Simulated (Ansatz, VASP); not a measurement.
BeS: VASP beside Ansatz

```
Be S
1.0
     0.00000    2.43788    2.43788
     2.43788    0.00000    2.43788
     2.43788    2.43788    0.00000
Be S
1 1
Direct
  0.00000 0.00000 0.00000
  0.25000 0.25000 0.25000
```

Alike in both runs: task single point; functional PBE; k mesh 8 × 8 × 8; occupations gaussian, width 0.02 eV; no spin polarisation.

|  | VASP | Ansatz |
| --- | --- | --- |
| version | VASP 6.6.1 | Ansatz 0.2.0 |
| potentials or method | VASP PAW PBE potentials, release 64 (Be, S), cutoff 600 eV | scalar-relativistic, plane waves, PAW |
| valence electrons in the cell | 8 | 8 |

Ansatz gave:

| Item | Value |
| --- | --- |
| gap on the k mesh at the Fermi level (eV) | 3.15 |
| least direct gap on the mesh (eV) | 5.66 |
| pressure (GPa) | 0.0 |

What did VASP give for the same quantities?

gap on the k mesh at the Fermi level (eV): 3.15; least direct gap on the mesh (eV): 5.68; pressure (GPa): 0.1.
